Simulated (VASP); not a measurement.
# Si2Ni (fluorite type) (Fm-3m) in VASP: a series of runs, part 2 of 2

VASP 6.6.1. Earlier steps stand in the parts before.

## (4) Single point, PBEsol

This run uses another cell than the first one, of 13.05 Å³/atom, 1.064 times its volume.

INCAR reads:

```
SYSTEM = Si2Ni
PREC = Accurate ; ENCUT = 520
EDIFF = 1E-6 ; ISMEAR = -1
SIGMA = 0.05 ; LREAL = .FALSE.
LASPH = .TRUE. ; NELM = 100
ALGO = Normal ; ISIF = 2
LWAVE = .FALSE. ; LCHARG = .FALSE.
GGA = PS ; NBANDS = 16
```

KPOINTS reads:

```
regular mesh
0
G
  11 11 11
  0 0 0
```

POSCAR reads:

```
Si2Ni
1.0
    0.0000000000      2.6947907038      2.6947907038
    2.6947907038      0.0000000000      2.6947907038
    2.6947907038      2.6947907038      0.0000000000
Ni Si
1 2
Direct
    0.0000000000      0.0000000000      0.0000000000
    0.2500000000      0.2500000000      0.2500000000
    0.7500000000      0.7500000000      0.7500000000
```

Potentials or basis: VASP PAW PBE potentials, release 64 (Ni, Si).

The run is started by

```
cat potpaw_PBE.64/Ni/POTCAR potpaw_PBE.64/Si/POTCAR > POTCAR
mpirun -np 1 vasp_std > vasp.out
```

OUTCAR:

```text
SYSTEM = Si2Ni
   PREC = Accurate
   ENCUT = 520
   EDIFF = 1E-6
   ISMEAR = -1
   LREAL = .FALSE.
   LASPH = .TRUE.
   NELM = 100
   ISIF = 2
   GGA = PS

 ion  position               nearest neighbor table
   1  0.000  0.000  0.000-   3 2.33   3 2.33   3 2.33   2 2.33   3 2.33   2 2.33   2 2.33   2 2.33

   2  0.250  0.250  0.250-   1 2.33   1 2.33   1 2.33   1 2.33   3 2.69   3 2.69   3 2.69   3 2.69
                             3 2.69   3 2.69
   3  0.750  0.750  0.750-   1 2.33   1 2.33   1 2.33   1 2.33   2 2.69   2 2.69   2 2.69   2 2.69
                             2 2.69   2 2.69

  LATTYP: Found a face centered cubic cell.
 ALAT       =     5.3895814076

  Lattice vectors:

 A1 = (   0.0000000000,   2.6947907038,   2.6947907038)
 A2 = (   2.6947907038,   0.0000000000,   2.6947907038)
 A3 = (   2.6947907038,   2.6947907038,   0.0000000000)

Analysis of symmetry for initial positions (statically):
=====================================================================
 Subroutine PRICEL returns:
 Original cell was already a primitive cell.

 Routine SETGRP: Setting up the symmetry group for a
 face centered cubic supercell.

 Subroutine GETGRP returns: Found 48 space group operations
 (whereof 48 operations were pure point group operations)
 out of a pool of 48 trial point group operations.

The static configuration has the point symmetry O_h .

Analysis of symmetry for dynamics (positions and initial velocities):
=====================================================================
 Subroutine PRICEL returns:
 Original cell was already a primitive cell.

 Routine SETGRP: Setting up the symmetry group for a
 face centered cubic supercell.

 Subroutine GETGRP returns: Found 48 space group operations
 (whereof 48 operations were pure point group operations)
 out of a pool of 48 trial point group operations.

The dynamic configuration has the point symmetry O_h .

 Subroutine INISYM returns: Found 48 space group operations
 (whereof 48 operations are pure point group operations),
 and found     1 'primitive' translations

----------------------------------------------------------------------------------------

                                     Primitive cell

  volume of cell :      39.1386

  direct lattice vectors                    reciprocal lattice vectors
     0.000000000  2.694790704  2.694790704    -0.185543166  0.185543166  0.185543166
     2.694790704  0.000000000  2.694790704     0.185543166 -0.185543166  0.185543166
     2.694790704  2.694790704  0.000000000     0.185543166  0.185543166 -0.185543166

  length of vectors
     3.811009561  3.811009561  3.811009561     0.321370191  0.321370191  0.321370191

  position of ions in fractional coordinates (direct lattice)
     0.000000000  0.000000000  0.000000000
     0.250000000  0.250000000  0.250000000
     0.750000000  0.750000000  0.750000000

  ion indices of the primitive-cell ions
   primitive index   ion index
                 1           1
                 2           2
                 3           3

----------------------------------------------------------------------------------------

 KPOINTS: regular mesh

Automatic generation of k-mesh.
 Grid dimensions read from file:
 generate k-points for:   11   11   11

 Generating k-lattice:

  Cartesian coordinates                     Fractional coordinates (reciprocal lattice)
    -0.016867561  0.016867561  0.016867561     0.090909091  0.000000000  0.000000000
     0.016867561 -0.016867561  0.016867561     0.000000000  0.090909091  0.000000000
     0.016867561  0.016867561 -0.016867561     0.000000000  0.000000000  0.090909091

  Length of vectors
     0.029215472  0.029215472  0.029215472

  Shift w.r.t. Gamma in fractional coordinates (k-lattice)
     0.000000000  0.000000000  0.000000000

 Subroutine IBZKPT returns following result:
 ===========================================

 Found     56 irreducible k-points:

 Following reciprocal coordinates:
            Coordinates               Weight
  0.000000  0.000000  0.000000      1.000000
  0.090909  0.000000  0.000000      8.000000
  0.181818  0.000000  0.000000      8.000000
  0.272727  0.000000  0.000000      8.000000
  0.363636  0.000000  0.000000      8.000000
  0.454545  0.000000  0.000000      8.000000
[... 16 lines left out ...]
 -0.272727  0.181818  0.000000     24.000000
 -0.181818  0.181818  0.000000     12.000000
 [... further k-points ...]
   k-points           NKPTS =     56   k-points in BZ     NKDIM =     56   number of bands    NBANDS=     16
   number of dos      NEDOS =    301   number of ions     NIONS =      3
   total plane-waves  NPLWV =  21952
   dimension x,y,z NGX =    28 NGY =   28 NGZ =   28
   dimension x,y,z NGXF=    56 NGYF=   56 NGZF=   56
   ions per type =               1   2
   NGX,Y,Z   is equivalent  to a cutoff of  12.21, 12.21, 12.21 a.u.
   NGXF,Y,Z  is equivalent  to a cutoff of  24.43, 24.43, 24.43 a.u.
 SYSTEM =  Si2Ni
   PREC   = accura    normal or accurate (medium, high low for compatibility)
   ISTART =      0    job   : 0-new  1-cont  2-samecut
   ICHARG =      2    charge: 1-file 2-atom 10-const
   ISPIN  =      1    spin polarized calculation?
   LNONCOLLINEAR =      F non collinear calculations
   LSORBIT =      F    spin-orbit coupling
   LASPH  =      T    aspherical Exc in radial PAW
   ENCUT  =  520.0 eV  38.22 Ry    6.18 a.u.   7.09  7.09  7.09*2*pi/ulx,y,z
   NELM   =    100;   NELMIN=  2; NELMDL= -5     # of ELM steps
   EDIFF  = 0.1E-05   stopping-criterion for ELM
   LREAL  =      F    real-space projection
   EDIFFG = 0.1E-04   stopping-criterion for IOM
   NSW    =      0    number of steps for IOM
   IBRION =     -1    ionic relax: 0-MD 1-quasi-New 2-CG
   NFREE  =      0    steps in history (QN), initial steepest desc. (CG)
   ISIF   =      2    stress and relaxation
   ISYM   =      2    0-nonsym 1-usesym 2-fastsym
   POTIM  = 0.5000    time-step for ionic-motion
   TEBEG  =    0.0;   TEEND  =   0.0 temperature during run
   PSTRESS=    0.0 pullay stress
   NELECT =      18.0000    total number of electrons
   NUPDOWN=      -1.0000    fix difference up-down
   EMIN   =  10.00;   EMAX   =-10.00  energy-range for DOS
   EFERMI =   0.00;   METHOD = LEGACY
   ISMEAR =    -1;   SIGMA  =   0.05  broadening in eV -4-tet -1-fermi 0-gaus
   EFERMI_NEDOS =   21; number of points for ismear=-14 and -15
   IALGO  =     38    algorithm
   IMIX   =      4    mixing-type and parameters
     AMIX     =   0.40;   BMIX     =  1.00
     AMIX_MAG =   1.60;   BMIX_MAG =  1.00
  volume/ion in A,a.u.               =      13.05        88.04
  Fermi-wavevector in a.u.,A,eV,Ry     =   1.263661  2.387973 21.726320  1.596839
  Thomas-Fermi vector in A             =   2.397006
   LORBIT       =      0    0 simple, 1 ext, 2 COOP (PROOUT), +10 PAW based schemes
   GGA     = PS    functional components
   LHFCALC =     F    Hartree Fock is set to
   AEXX    =    0.0000 exact exchange contribution
   IVDW    =     0    specifies the selected vdW correction
   LEPSILON=     F    determine dielectric tensor
   LRPA    =     F    only Hartree local field effects (RPA)
 non-spin polarized calculation
  energy-cutoff  :      520.00
  volume of cell :       39.14
 maximum number of plane-waves:      1067
   NGX = 15   NGY = 15   NGZ = 15

 number of electron      17.9999995 magnetization

 Free energy of the ion-electron system (eV)
  ---------------------------------------------------
  ext. energy  EPLUGINS =         0.00000000
  ---------------------------------------------------
  free energy    TOTEN  =       -18.98469534 eV

  energy without entropy =      -18.97708085  energy(sigma->0) =      -18.98088810

 E-fermi :  10.5041     XC(G=0): -11.7401

 val. band max:       10.4519757336   @ k =  -0.4545   0.4545   0.0909
 cond. band min:      10.5096543777   @ k =   0.2727   0.1818   0.0000
 fundamental gap:      0.0576786442
 Fermi energy:        10.5041424697

 k-point     1 :       0.0000    0.0000    0.0000
  band No.  band energies     occupation
      1      -3.4433      2.00000
      2       5.2201      2.00000
      3       5.2201      2.00000
      4       5.2201      2.00000
      5       6.9241      2.00000
      6       6.9241      2.00000
[... 8 lines left out ...]
     15      15.2259      0.00000
     16      15.2259      0.00000
[... 419 lines left out ...]
 k-point    24 :      -0.1818    0.1818    0.0000
  band No.  band energies     occupation
      1      -2.1462      2.00000
      2       3.4190      2.00000
      3       4.9951      2.00000
      4       5.7367      2.00000
      5       6.5298      2.00000
      6       7.0341      2.00000
[... 8 lines left out ...]
     15      16.4363      0.00000
     16      19.2712      0.00000

 [... further k-points ...]
[... 5 lines left out ...]
  --------------------------------------------------------------------------------------
  -------------------------------------------------------------------------------------
  Total        0.0136825      0.0136825      0.0136825      0.0000000      0.0000000      0.0000000
  in kB        0.5601089      0.5601089      0.5601089      0.0000000      0.0000000      0.0000000
  external PRESSURE =       0.5601089 kB  Pullay stress =       0.0000000 kB

 VOLUME and BASIS-vectors are now :
 -----------------------------------------------------------------------------
  energy-cutoff  :      520.00
  volume of cell :       39.14
      direct lattice vectors                 reciprocal lattice vectors
     0.000000000  2.694790704  2.694790704    -0.185543166  0.185543166  0.185543166
     2.694790704  0.000000000  2.694790704     0.185543166 -0.185543166  0.185543166
     2.694790704  2.694790704  0.000000000     0.185543166  0.185543166 -0.185543166

 POSITION                                       TOTAL-FORCE (eV/Angst)
 -----------------------------------------------------------------------------------
      0.00000      0.00000      0.00000        -0.000000     -0.000000     -0.000000
      1.34740      1.34740      1.34740         0.000000     -0.000000      0.000000
      4.04219      4.04219      4.04219        -0.000000      0.000000      0.000000
 -----------------------------------------------------------------------------------
    total drift:                               -0.000000     -0.000000      0.000000

  FREE ENERGIE OF THE ION-ELECTRON SYSTEM (eV)
  ---------------------------------------------------
  free  energy   TOTEN  =       -18.9846953432 eV

  energy  without entropy=      -18.9770808535  energy(sigma->0) =      -18.98088810
```

Wall time 44 s (1 thread of Intel Xeon 8259CL, shared host); peak memory 0.18 GiB.

Results:

- Free energy: -18.9847 eV
- Pressure: 0.1 GPa
- Band gap on the k mesh: zero (band 9 reaches 12.22 eV, above the bottom of band 10 at 10.09 eV)

Levels at points of the mesh, in eV from the Fermi level:
| k point | band 7 | band 8 | band 9 | band 10 | band 11 | band 12 |
| --- | --- | --- | --- | --- | --- | --- |
| (0.00, 0.00, 0.00) | -0.20 | 1.72 | 1.72 | 1.72 | 2.23 | 2.23 |

Caveat: the PAW data sets were made with another functional, which shifts forces and pressure a little. Spin polarisation is off, so any magnetic state and its effect on volume and gap are missing.

## (5) Single point, PBEsol

This run uses another cell than the first one, of 13.05 Å³/atom, 1.064 times its volume.

INCAR reads:

```
PREC = Accurate
ENCUT = 520
EDIFF = 1E-6
ISMEAR = -1
SIGMA = 0.05
LREAL = False
LASPH = True
NELM = 80
ALGO = Normal
ISIF = 2
LWAVE = False
LCHARG = False
GGA = PS
NBANDS = 16
```

KPOINTS reads:

```
regular mesh
0
Gamma
  11 11 11
```

POSCAR is that of step 4.

Potentials or basis: VASP PAW PBE potentials, release 64 (Ni, Si).

The run is started by

```
cat potpaw_PBE.64/Ni/POTCAR potpaw_PBE.64/Si/POTCAR > POTCAR
mpirun -np 1 vasp_std > vasp.out
```

OUTCAR:

```text
PREC = Accurate
   ENCUT = 520
   EDIFF = 1E-6
   ISMEAR = -1
   LREAL = False
   LASPH = True
   NELM = 80
   ISIF = 2
   GGA = PS

 ion  position               nearest neighbor table
   1  0.000  0.000  0.000-   3 2.33   3 2.33   3 2.33   2 2.33   3 2.33   2 2.33   2 2.33   2 2.33

   2  0.250  0.250  0.250-   1 2.33   1 2.33   1 2.33   1 2.33   3 2.69   3 2.69   3 2.69   3 2.69
                             3 2.69   3 2.69
   3  0.750  0.750  0.750-   1 2.33   1 2.33   1 2.33   1 2.33   2 2.69   2 2.69   2 2.69   2 2.69
                             2 2.69   2 2.69

  LATTYP: Found a face centered cubic cell.
 ALAT       =     5.3895814076

  Lattice vectors:

 A1 = (   0.0000000000,   2.6947907038,   2.6947907038)
 A2 = (   2.6947907038,   0.0000000000,   2.6947907038)
 A3 = (   2.6947907038,   2.6947907038,   0.0000000000)

Analysis of symmetry for initial positions (statically):
=====================================================================
 Subroutine PRICEL returns:
 Original cell was already a primitive cell.

 Routine SETGRP: Setting up the symmetry group for a
 face centered cubic supercell.

[... 163 lines left out ...]
  free energy    TOTEN  =       -18.98469534 eV

  energy without entropy =      -18.97708085  energy(sigma->0) =      -18.98088810

 E-fermi :  10.5041     XC(G=0): -11.7401

 val. band max:       10.4519757336   @ k =  -0.4545   0.4545   0.0909
 cond. band min:      10.5096543777   @ k =   0.2727   0.1818   0.0000
 fundamental gap:      0.0576786442
 Fermi energy:        10.5041424697

 k-point     1 :       0.0000    0.0000    0.0000
  band No.  band energies     occupation
      1      -3.4433      2.00000
      2       5.2201      2.00000
      3       5.2201      2.00000
      4       5.2201      2.00000
      5       6.9241      2.00000
      6       6.9241      2.00000
[... 433 lines left out ...]
      3       4.9951      2.00000
      4       5.7367      2.00000
      5       6.5298      2.00000
      6       7.0341      2.00000
[... 8 lines left out ...]
     15      16.4363      0.00000
     16      19.2712      0.00000

 [... further k-points ...]
[... 5 lines left out ...]
  --------------------------------------------------------------------------------------
  -------------------------------------------------------------------------------------
  Total        0.0136825      0.0136825      0.0136825      0.0000000      0.0000000      0.0000000
  in kB        0.5601089      0.5601089      0.5601089      0.0000000      0.0000000      0.0000000
  external PRESSURE =       0.5601089 kB  Pullay stress =       0.0000000 kB

 VOLUME and BASIS-vectors are now :
 -----------------------------------------------------------------------------
  energy-cutoff  :      520.00
  volume of cell :       39.14
      direct lattice vectors                 reciprocal lattice vectors
     0.000000000  2.694790704  2.694790704    -0.185543166  0.185543166  0.185543166
     2.694790704  0.000000000  2.694790704     0.185543166 -0.185543166  0.185543166
     2.694790704  2.694790704  0.000000000     0.185543166  0.185543166 -0.185543166

 POSITION                                       TOTAL-FORCE (eV/Angst)
 -----------------------------------------------------------------------------------
      0.00000      0.00000      0.00000        -0.000000     -0.000000     -0.000000
      1.34740      1.34740      1.34740         0.000000     -0.000000      0.000000
      4.04219      4.04219      4.04219        -0.000000      0.000000      0.000000
 -----------------------------------------------------------------------------------
    total drift:                               -0.000000     -0.000000      0.000000

  FREE ENERGIE OF THE ION-ELECTRON SYSTEM (eV)
  ---------------------------------------------------
  free  energy   TOTEN  =       -18.9846953432 eV

  energy  without entropy=      -18.9770808535  energy(sigma->0) =      -18.98088810
```

OSZICAR:

```text
N       E                     dE             d eps       ncg     rms          rms(c)
DAV:   1     0.631032808348E+02    0.63103E+02   -0.77373E+03  1800   0.116E+03
DAV:   2    -0.177815016775E+02   -0.80885E+02   -0.73764E+02  1976   0.214E+02
DAV:   3    -0.212106433153E+02   -0.34291E+01   -0.33591E+01  2328   0.480E+01
DAV:   4    -0.212652260442E+02   -0.54583E-01   -0.54544E-01  2128   0.572E+00
DAV:   5    -0.212665711891E+02   -0.13451E-02   -0.13451E-02  2280   0.963E-01    0.173E+01
DAV:   6    -0.262571050771E+02   -0.49905E+01   -0.44747E+01  1864   0.156E+02    0.256E+01
DAV:   7    -0.191498184641E+02    0.71073E+01   -0.13293E+01  2248   0.957E+01    0.392E+00
DAV:   8    -0.190343058030E+02    0.11551E+00   -0.17256E+00  2432   0.210E+01    0.268E+00
DAV:   9    -0.189871863225E+02    0.47119E-01   -0.26285E-01  2208   0.897E+00    0.662E-01
DAV:  10    -0.189848705172E+02    0.23158E-02   -0.90983E-03  2592   0.180E+00    0.307E-01
DAV:  11    -0.189846817914E+02    0.18873E-03   -0.98590E-04  2696   0.366E-01    0.517E-02
DAV:  12    -0.189846993158E+02   -0.17524E-04   -0.47706E-05  2200   0.709E-02    0.250E-02
DAV:  13    -0.189846953472E+02    0.39686E-05   -0.13691E-05  2312   0.881E-02    0.663E-03
DAV:  14    -0.189846953432E+02    0.40270E-08   -0.10645E-06  1248   0.819E-03
   1 F= -.18984695E+02 E0= -.18980888E+02  d E =-.761449E-02
```

stdout:

```text
POSCAR found type information on POSCAR NiSi
 POSCAR found :  2 types and       3 ions
 scaLAPACK will be used
 -----------------------------------------------------------------------------
|                                                                             |
|                                                                             |
|     You enforced a specific xc type in the INCAR file but a different       |
|     I HOPE YOU KNOW WHAT YOU ARE DOING!                                     |
|                                                                             |
 -----------------------------------------------------------------------------

 LDA part: xc-table for (Slater+PW92), standard interpolation
 POSCAR, INCAR and KPOINTS ok, starting setup
 FFT: planning ... GRIDC
 FFT: planning ... GRID_SOFT
 FFT: planning ... GRID
 WAVECAR not read
 entering main loop
```

It took 46 s on 1 thread of Intel Xeon 8259CL, shared host; peak memory 0.17 GiB.

What came out:

| Item | Value |
| --- | --- |
| Free energy | -18.9847 eV |
| Pressure | 0.1 GPa |
| Band gap on the k mesh | zero (band 9 reaches 12.22 eV, above the bottom of band 10 at 10.09 eV) |

Caveat: the PAW data sets were made with another functional, which shifts forces and pressure a little. Spin polarisation is off, so any magnetic state and its effect on volume and gap are missing.
